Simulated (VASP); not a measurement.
# Bi (R-3m) in VASP: further runs

Bi is run at these levels: PBEsol; tasks: relaxation of cell and atoms, single point, relaxation of shape and atoms at fixed volume.

Program: VASP 6.6.1. These are calculated values, not measurements. Logs are shortened: lines on timing, memory, paths and dates and some standing lists are left out, and cuts for length are marked.

### 1 The cell of the first run

The structure is trigonal, space group R-3m (No. 166). Conventional cell: a = 4.535 Å, b = 4.535 Å, c = 11.814 Å, α = 90.00°, β = 90.00°, γ = 120.00°. Within 4.0 Å of Bi (site symmetry 3m) lie 6 Bi at 3.06 to 3.52 Å.

### 2 Relaxation of cell and atoms, PBEsol

INCAR

```
PREC = Accurate
ENCUT = 600
EDIFF = 1E-7
ISMEAR = 0
SIGMA = 0.1
LREAL = F
LASPH = T
NELM = 100
ALGO = Fast
ISIF = 3
LWAVE = F
LCHARG = F
GGA = PS
IBRION = 2
NSW = 100
EDIFFG = -0.005
```

KPOINTS

```
regular mesh
0
Gamma
  12 12 12
```

POSCAR

```
Bi
1.0
    2.2675000000      1.3091417354      3.9380000000
   -2.2675000000      1.3091417354      3.9380000000
    0.0000000000     -2.6182834708      3.9380000000
Bi
2
Direct
    0.2340000000      0.2340000000      0.2340000000
    0.7660000000      0.7660000000      0.7660000000
```

Potentials or basis: VASP PAW PBE potentials, release 64 (Bi_d).

Started as:

```sh
$ cat potpaw_PBE.64/Bi_d/POTCAR > POTCAR
$ mpirun -np 1 vasp_std > vasp.out
```

OUTCAR:

```text
PREC = Accurate
   ENCUT = 600
   EDIFF = 1E-7
   ISMEAR = 0
   LREAL = F
   LASPH = T
   NELM = 100
   ISIF = 3
   GGA = PS
   IBRION = 2
   NSW = 100
   EDIFFG = -0.005

 ion  position               nearest neighbor table
   1  0.234  0.234  0.234-   2 3.06   2 3.06   2 3.06   2 3.52   2 3.52   2 3.52
   2  0.766  0.766  0.766-   1 3.06   1 3.06   1 3.06   1 3.52   1 3.52   1 3.52

  LATTYP: Found a trigonal (rhomboedric) cell.
 ALAT       =     4.7289800521
 COS(alpha) =     0.5401781303

  Lattice vectors:

 A1 = (   2.2675000000,   1.3091417354,   3.9380000000)
 A2 = (  -2.2675000000,   1.3091417354,   3.9380000000)
 A3 = (   0.0000000000,  -2.6182834708,   3.9380000000)

Analysis of symmetry for initial positions (statically):
=====================================================================
 Subroutine PRICEL returns:
 Original cell was already a primitive cell.

 Routine SETGRP: Setting up the symmetry group for a
 trigonal (rhombohedral) supercell.

 Subroutine GETGRP returns: Found 12 space group operations
 (whereof 12 operations were pure point group operations)
 out of a pool of 12 trial point group operations.

The static configuration has the point symmetry D_3d.

Analysis of symmetry for dynamics (positions and initial velocities):
=====================================================================
 Subroutine PRICEL returns:
 Original cell was already a primitive cell.

 Routine SETGRP: Setting up the symmetry group for a
 trigonal (rhombohedral) supercell.

 Subroutine GETGRP returns: Found 12 space group operations
 (whereof 12 operations were pure point group operations)
 out of a pool of 12 trial point group operations.

The dynamic configuration has the point symmetry D_3d.

 Subroutine INISYM returns: Found 12 space group operations
 (whereof 12 operations are pure point group operations),
 and found     1 'primitive' translations

----------------------------------------------------------------------------------------

                                     Primitive cell

  volume of cell :      70.1392

  direct lattice vectors                    reciprocal lattice vectors
     2.267500000  1.309141735  3.938000000     0.220507166  0.127309872  0.084645336
    -2.267500000  1.309141735  3.938000000    -0.220507166  0.127309872  0.084645336
     0.000000000 -2.618283471  3.938000000     0.000000000 -0.254619744  0.084645336

  length of vectors
     4.728980052  4.728980052  4.728980052     0.268320791  0.268320791  0.268320791

  position of ions in fractional coordinates (direct lattice)
     0.234000000  0.234000000  0.234000000
     0.766000000  0.766000000  0.766000000

  ion indices of the primitive-cell ions
   primitive index   ion index
                 1           1
                 2           2

----------------------------------------------------------------------------------------

 KPOINTS: regular mesh

Automatic generation of k-mesh.
 Grid dimensions read from file:
 generate k-points for:   12   12   12

 Generating k-lattice:

  Cartesian coordinates                     Fractional coordinates (reciprocal lattice)
     0.018375597  0.010609156  0.007053778     0.083333333 -0.000000000  0.000000000
    -0.018375597  0.010609156  0.007053778    -0.000000000  0.083333333  0.000000000
     0.000000000 -0.021218312  0.007053778     0.000000000  0.000000000  0.083333333

  Length of vectors
     0.022360066  0.022360066  0.022360066

  Shift w.r.t. Gamma in fractional coordinates (k-lattice)
     0.000000000  0.000000000  0.000000000

 Subroutine IBZKPT returns following result:
 ===========================================

 Found    189 irreducible k-points:

 Following reciprocal coordinates:
            Coordinates               Weight
  0.000000  0.000000  0.000000      1.000000
  0.083333  0.000000  0.000000      6.000000
  0.166667  0.000000 -0.000000      6.000000
  0.250000  0.000000  0.000000      6.000000
  0.333333  0.000000  0.000000      6.000000
  0.416667  0.000000 -0.000000      6.000000
[... 16 lines left out ...]
  0.500000  0.166667  0.000000     12.000000
 -0.416667  0.166667  0.000000     12.000000
 [... further k-points ...]
   k-points           NKPTS =    189   k-points in BZ     NKDIM =    189   number of bands    NBANDS=     19
   number of dos      NEDOS =    301   number of ions     NIONS =      2
   total plane-waves  NPLWV =  64000
   dimension x,y,z NGX =    40 NGY =   40 NGZ =   40
   dimension x,y,z NGXF=    80 NGYF=   80 NGZF=   80
   ions per type =               2
   NGX,Y,Z   is equivalent  to a cutoff of  14.06, 14.06, 14.06 a.u.
   NGXF,Y,Z  is equivalent  to a cutoff of  28.12, 28.12, 28.12 a.u.
 SYSTEM =  unknown system
   PREC   = accura    normal or accurate (medium, high low for compatibility)
   ISTART =      0    job   : 0-new  1-cont  2-samecut
   ICHARG =      2    charge: 1-file 2-atom 10-const
   ISPIN  =      1    spin polarized calculation?
   LNONCOLLINEAR =      F non collinear calculations
   LSORBIT =      F    spin-orbit coupling
   LASPH  =      T    aspherical Exc in radial PAW
   ENCUT  =  600.0 eV  44.10 Ry    6.64 a.u.   9.44  9.44  9.44*2*pi/ulx,y,z
   NELM   =    100;   NELMIN=  2; NELMDL= -5     # of ELM steps
   EDIFF  = 0.1E-06   stopping-criterion for ELM
   LREAL  =      F    real-space projection
   EDIFFG = -.5E-02   stopping-criterion for IOM
   NSW    =    100    number of steps for IOM
   IBRION =      2    ionic relax: 0-MD 1-quasi-New 2-CG
   NFREE  =      1    steps in history (QN), initial steepest desc. (CG)
   ISIF   =      3    stress and relaxation
   ISYM   =      2    0-nonsym 1-usesym 2-fastsym
   POTIM  = 0.5000    time-step for ionic-motion
   TEBEG  =    0.0;   TEEND  =   0.0 temperature during run
   PSTRESS=    0.0 pullay stress
   NELECT =      30.0000    total number of electrons
   NUPDOWN=      -1.0000    fix difference up-down
   EMIN   =  10.00;   EMAX   =-10.00  energy-range for DOS
   EFERMI =   0.00;   METHOD = LEGACY
   ISMEAR =     0;   SIGMA  =   0.10  broadening in eV -4-tet -1-fermi 0-gaus
   EFERMI_NEDOS =   21; number of points for ismear=-14 and -15
   IALGO  =     68    algorithm
   IMIX   =      4    mixing-type and parameters
     AMIX     =   0.40;   BMIX     =  1.00
     AMIX_MAG =   1.60;   BMIX_MAG =  1.00
  volume/ion in A,a.u.               =      35.07       236.66
  Fermi-wavevector in a.u.,A,eV,Ry     =   1.233469  2.330919 20.700530  1.521446
  Thomas-Fermi vector in A             =   2.368198
   LORBIT       =      0    0 simple, 1 ext, 2 COOP (PROOUT), +10 PAW based schemes
   GGA     = PS    functional components
   LHFCALC =     F    Hartree Fock is set to
   AEXX    =    0.0000 exact exchange contribution
   IVDW    =     0    specifies the selected vdW correction
   LEPSILON=     F    determine dielectric tensor
   LRPA    =     F    only Hartree local field effects (RPA)
 conjugate gradient relaxation of ions
 non-spin polarized calculation
 RMM-DIIS sequential band-by-band and
 Gauss-broadening in eV      SIGMA  =   0.10
  energy-cutoff  :      600.00
  volume of cell :       70.14
 maximum number of plane-waves:      2367
 NGX is ok and might be reduce to    40
   NGX = 19   NGY = 19   NGZ = 19

--------------------------------------- Ionic step        1  -------------------------------------------

 number of electron      30.0000001 magnetization

 Free energy of the ion-electron system (eV)
  ---------------------------------------------------
  ext. energy  EPLUGINS =         0.00000000
  ---------------------------------------------------
  free energy    TOTEN  =        -8.60054365 eV

  energy without entropy =       -8.59938911  energy(sigma->0) =       -8.59996638

------------------------ aborting loop because EDIFF is reached ----------------------------------------

  FORCE on cell =-STRESS in cart. coord.  units (eV):
  Direction    XX          YY          ZZ          XY          YZ          ZX
  --------------------------------------------------------------------------------------
  -------------------------------------------------------------------------------------
  Total       -0.1226309     -0.1226309     -0.0781095      0.0000000      0.0000000      0.0000000
  in kB       -2.8012363     -2.8012363     -1.7842415      0.0000000      0.0000000      0.0000000
  external PRESSURE =      -2.4622380 kB  Pullay stress =       0.0000000 kB
[... 273 lines left out ...]
  energy  without entropy=       -8.6053464317  energy(sigma->0) =       -8.60596662

--------------------------------------- Ionic step        9  -------------------------------------------

 number of electron      30.0000002 magnetization

 Free energy of the ion-electron system (eV)
  ---------------------------------------------------
  ext. energy  EPLUGINS =         0.00000000
  ---------------------------------------------------
  free energy    TOTEN  =        -8.60662171 eV

  energy without entropy =       -8.60540072  energy(sigma->0) =       -8.60601122

 E-fermi :   6.4008     XC(G=0):  -9.8101

 val. band max:        6.3929812880   @ k =   0.4167   0.0833   0.0833
 cond. band min:       6.4706154796   @ k =   0.4167   0.0000  -0.0000
 fundamental gap:      0.0776341915
 Fermi energy:         6.4008347071

 k-point     1 :       0.0000    0.0000    0.0000
  band No.  band energies     occupation
      1     -16.4677      2.00000
      2     -16.4677      2.00000
      3     -16.3101      2.00000
      4     -16.3101      2.00000
      5     -16.2994      2.00000
      6     -16.1178      2.00000
[... 11 lines left out ...]
     18       9.4555      0.00000
     19      11.9124      0.00000
[... 489 lines left out ...]
      3     -16.2614      2.00000
      4     -16.2445      2.00000
      5     -16.2215      2.00000
      6     -16.2065      2.00000
[... 11 lines left out ...]
     18       9.6954      0.00000
     19      13.2117      0.00000

 [... further k-points ...]

------------------------ aborting loop because EDIFF is reached ----------------------------------------

  FORCE on cell =-STRESS in cart. coord.  units (eV):
  Direction    XX          YY          ZZ          XY          YZ          ZX
  --------------------------------------------------------------------------------------
  -------------------------------------------------------------------------------------
  Total       -0.0044410     -0.0044410     -0.0036054      0.0000000      0.0000000      0.0000000
  in kB       -0.1033400     -0.1033400     -0.0838970      0.0000000      0.0000000      0.0000000
  external PRESSURE =      -0.0968590 kB  Pullay stress =       0.0000000 kB
[... 17 lines left out ...]
  FREE ENERGIE OF THE ION-ELECTRON SYSTEM (eV)
  ---------------------------------------------------
  free  energy   TOTEN  =        -8.6066217138 eV

  energy  without entropy=       -8.6054007201  energy(sigma->0) =       -8.60601122

 reached required accuracy - stopping structural energy minimisation
```

It took 65 min on 1 thread of Intel Xeon 8259CL, shared host; peak memory 0.44 GiB.

What came out:

```yaml
Free_energy: -8.6066 eV
Relaxed_volume: 34.43 Å³/atom
Relaxed_cell: a = 4.680 Å, b = 4.680 Å, c = 4.680 Å, α = 57.82°, β = 57.82°, γ = 57.82°
Space_group_after_relaxing_to_0.1_Å: R-3m (No. 166)
Energy_gained_by_relaxing: 3.0 meV/atom
Ionic_steps: 9
Pressure_after_relaxing: 0.0 GPa
Band_gap_on_the_k_mesh: zero (bands 15 and 16 overlap by 0.20 eV)
```

Forces in eV/Å, atoms in the order of the input:
```
Bi   0.000  0.000  0.003
Bi   0.000  0.000 -0.003
```

Step by step:
```csv
step,energy change (eV),largest force (eV/Å),pressure (GPa),volume (Å³)
1,0.0000,0.1611,-0.25,70.14
2,-0.0027,0.1294,-0.03,69.59
3,-0.0041,0.0679,0.47,68.52
4,-0.0043,0.0830,0.37,68.77
5,-0.0054,0.0044,-0.04,69.06
6,-0.0054,0.0067,-0.05,69.07
7,-0.0057,0.0042,-0.05,69.01
8,-0.0060,0.0011,-0.02,68.90
9,-0.0061,0.0027,-0.01,68.85
```

Final structure:
```xyz
2
Lattice="2.2625 1.3063 3.8827 -2.2625 1.3063 3.8827 0.0000 -2.6126 3.8827" Properties=species:S:1:pos:R:3 pbc="T T T"
Bi    0.0000    0.0000    2.7574
Bi    0.0000    0.0000    8.8908
```

Caveat: the PAW data sets were made with another functional, which shifts forces and pressure a little; spin-orbit coupling is left out, which moves the levels of the heavy elements.

### 3 Single point, PBEsol

This run uses another cell than the first one, of 34.34 Å³/atom.

INCAR

```
ALGO = Fast
EDIFF = 1E-6
ENCUT = 520
GGA = PS
ISIF = 2
ISMEAR = -1
LASPH = T
LCHARG = F
LREAL = F
LWAVE = F
NBANDS = 22
NELM = 60
PREC = Accurate
SIGMA = 0.15
```

KPOINTS

```
k-points
0
Gamma
  12 12 12
```

POSCAR

```
Bi
1.0
    2.2626774989      1.3063574631      3.8727553788
   -2.2626774989      1.3063574631      3.8727553788
    0.0000000000     -2.6127149262      3.8727553788
Bi
2
Direct
    0.2374401407      0.2374401407      0.2374401407
    0.7625598593      0.7625598593      0.7625598593
```

Potentials or basis: VASP PAW PBE potentials, release 64 (Bi_d).

Started as:

```sh
$ cat potpaw_PBE.64/Bi_d/POTCAR > POTCAR
$ mpirun -np 1 vasp_std > vasp.out
```

It took 14 min on 1 thread of Intel Xeon 8259CL, shared host; peak memory 0.37 GiB.

Results (log left out):

* Free energy: -8.6201 eV
* Pressure: 0.0 GPa
* Largest force: 0.004 eV/Å
* Band gap on the k mesh: zero (bands 15 and 16 overlap by 0.22 eV)

Forces on the atoms (eV/Å):
```
Bi   0.000  0.000  0.004
Bi   0.000  0.000 -0.004
```

Levels at points of the mesh, in eV from the Fermi level:
```
           k point  band 13  band 14  band 15  band 16  band 17  band 18
(0.00, 0.00, 0.00)    -1.56    -1.29    -1.29     2.74     3.02     3.02
(0.50, 0.00, 0.00)    -1.16    -1.03    -0.33    -0.31     0.30     0.71
(0.50, 0.50, 0.00)    -4.93    -3.18    -3.04     2.38     5.01     5.33
(0.50, 0.50, 0.50)    -0.87    -0.56    -0.56     0.45     0.45     0.49
```

Caveat: the PAW data sets were made with another functional, which shifts forces and pressure a little; spin-orbit coupling is left out, which moves the levels of the heavy elements.

### 4 Single point, PBEsol

This run uses another cell than the first one, of 34.43 Å³/atom.

INCAR

```
PREC     = Accurate       # precision mode
ENCUT    = 520            # plane-wave cutoff, eV
EDIFF    = 1E-6           # SCF threshold, eV
ISMEAR   = 0              # smearing method
SIGMA    = 0.1            # smearing width, eV
LREAL    = F              # projectors in reciprocal space
LASPH    = T              # aspherical terms in the spheres
NELM     = 80             # most SCF steps
ALGO     = Fast           # electronic algorithm
ISIF     = 2              # what is computed and relaxed
LWAVE    = F              # write WAVECAR
LCHARG   = F              # write CHGCAR
GGA      = PS             # functional
NBANDS   = 22             # bands
```

KPOINTS

```
Automatic mesh
0
Gamma
  12 12 12
```

POSCAR

```
Bi
1.0
    2.2622621274      1.3061176482      3.8842990891
   -2.2622621274      1.3061176482      3.8842990891
    0.0000000000     -2.6122352964      3.8842990891
Bi
2
Direct
    0.2366973713      0.2366973713      0.2366973713
    0.7633026287      0.7633026287      0.7633026287
```

Started as:

```sh
$ cat potpaw_PBE.64/Bi_d/POTCAR > POTCAR
$ mpirun -np 1 vasp_std > vasp.out
```

Run time: 18 min. Hardware: 1 thread of Intel Xeon 8259CL, shared host; peak memory 0.36 GiB.

It converged, with:

- Free energy: -8.6059 eV
- Pressure: -0.1 GPa
- Largest force: 0.006 eV/Å
- Band gap on the k mesh: zero (bands 15 and 16 overlap by 0.20 eV)

Forces in eV/Å, atoms in the order of the input:
```
Bi   0.000  0.000  0.006
Bi   0.000  0.000 -0.006
```

Levels at points of the mesh, in eV from the Fermi level:
```
           k point  band 11  band 12  band 13  band 14  band 15  band 16  band 17  band 18  band 19  band 20
(0.00, 0.00, 0.00)   -13.19    -7.40    -1.50    -1.23    -1.23     2.73     3.05     3.05     5.51     5.69
(0.50, 0.00, 0.00)   -11.18   -10.63    -1.16    -1.03    -0.28    -0.26     0.39     0.82     7.66     8.50
(0.50, 0.50, 0.00)   -11.30    -9.43    -4.86    -3.12    -2.98     2.41     5.05     5.40     6.98     9.64
(0.50, 0.50, 0.50)   -11.78   -10.14    -0.85    -0.53    -0.53     0.54     0.54     0.59     7.22     9.00
```

Caveat: the PAW data sets were made with another functional, which shifts forces and pressure a little; spin-orbit coupling is left out, which moves the levels of the heavy elements.

### 5 Relaxation of shape and atoms at fixed volume, PBEsol (32.37 Å³/atom)

This run uses another cell than the first one, of 32.37 Å³/atom.

INCAR

```
SYSTEM = Bi
  ALGO = Fast
  EDIFF = 1E-6
  EDIFFG = -0.01
  ENCUT = 600
  GGA = PS
  IBRION = 2
  ISIF = 4
  ISMEAR = 0
  LASPH = .True.
  LCHARG = .False.
  LREAL = .False.
  LWAVE = .False.
  NELM = 60
  NSW = 50
  PREC = Accurate
  SIGMA = 0.1
```

KPOINTS

```
k-points
0
Gamma
  12 12 12
  0 0 0
```

POSCAR

```
Bi
1.0
    2.2222139715      1.2829958346      3.7840304206
   -2.2222139715      1.2829958346      3.7840304206
    0.0000000000     -2.5659916693      3.7840304206
Bi
2
Direct
    0.2382089528      0.2382089528      0.2382089528
    0.7617910472      0.7617910472      0.7617910472
```

Started as:

```sh
$ cat potpaw_PBE.64/Bi_d/POTCAR > POTCAR
$ mpirun -np 1 vasp_std > vasp.out
```

It took 15 min on 1 thread of AMD EPYC 9R45 (Zen 5), shared host; peak memory 0.37 GiB.

The run converged. Its results:

- Free energy: -8.5720 eV
- Energy gained by relaxing: 1.3 meV/atom
- Ionic steps: 9
- Pressure after relaxing: 2.8 GPa
- Largest force after relaxing: 0.006 eV/Å
- Band gap on the k mesh: zero (bands 15 and 16 overlap by 0.26 eV)

Forces in eV/Å, atoms in the order of the input:
```
Bi   0.000  0.000 -0.006
Bi   0.000  0.000  0.006
```

Step by step:
```csv
step,energy change (eV),largest force (eV/Å),pressure (GPa),volume (Å³)
1,0.0000,0.1207,3.23,64.73
2,-0.0014,0.0733,3.11,64.73
3,-0.0023,0.0282,2.99,64.73
4,-0.0023,0.0490,2.76,64.73
5,-0.0026,0.0005,2.85,64.73
6,-0.0025,0.0207,2.82,64.73
7,-0.0026,0.0066,2.86,64.73
8,-0.0026,0.0173,2.85,64.73
9,-0.0026,0.0056,2.83,64.73
```

Final structure:
```cif
data_structure
_symmetry_space_group_name_H-M 'P 1'
_symmetry_Int_Tables_number 1
_cell_length_a 4.5525
_cell_length_b 4.5525
_cell_length_c 4.5525
_cell_angle_alpha 58.698
_cell_angle_beta 58.698
_cell_angle_gamma 58.698
_cell_volume 64.73
loop_
_atom_site_label
_atom_site_type_symbol
_atom_site_fract_x
_atom_site_fract_y
_atom_site_fract_z
_atom_site_occupancy
Bi1 Bi 0.23990 0.23990 0.23990 1
Bi2 Bi 0.76010 0.76010 0.76010 1
```

Levels at points of the mesh, in eV from the Fermi level:
```csv
k point,band 12,band 13,band 14,band 15,band 16,band 17,band 18,band 19
"(0.00, 0.00, 0.00)",-7.19,-1.59,-1.41,-1.41,3.00,3.20,3.20,5.40
"(0.50, 0.00, 0.00)",-10.95,-0.99,-0.93,-0.33,-0.27,0.19,0.50,8.02
"(0.50, 0.50, 0.00)",-9.42,-5.32,-3.40,-3.30,2.36,5.35,5.55,7.55
"(0.50, 0.50, 0.50)",-10.55,-0.77,-0.55,-0.55,0.27,0.27,0.37,7.64
```

Caveat: the PAW data sets were made with another functional, which shifts forces and pressure a little; spin-orbit coupling is left out, which moves the levels of the heavy elements.

### 6 The runs side by side

| task | cell | cutoff (eV) | smearing | gap on the mesh (eV) | pressure (GPa) | largest force (eV/Å) |
| --- | --- | --- | --- | --- | --- | --- |
| relaxation of cell and atoms | relaxed from a = 4.729 Å, angles 57.3°, 2 atoms, atomic positions A | 600 | gaussian 0.1 eV | none | 0.0 | - |
| single point | a = 4.672 Å, angles 57.9°, 2 atoms, atomic positions B | 520 | fermi-dirac 0.15 eV | none | 0.0 | - |
| single point | a = 4.681 Å, angles 57.8°, 2 atoms, atomic positions C | 520 | gaussian 0.1 eV | none | -0.1 | 0.01 |
| relaxation of shape and atoms at fixed volume | relaxed from a = 4.572 Å, angles 58.2°, 2 atoms, atomic positions D | 600 | gaussian 0.1 eV | none | 2.8 | 0.01 |

Alike in all rows: level PBEsol; potentials or basis VASP PAW PBE potentials, release 64 (Bi_d); no spin polarisation; k mesh 12 × 12 × 12.

Caveats: the PAW data sets were made with another functional, which shifts forces and pressure a little; spin-orbit coupling is left out, which moves the levels of the heavy elements.

Total energies depend on the potentials used, so only differences within one code and one set of settings carry meaning.
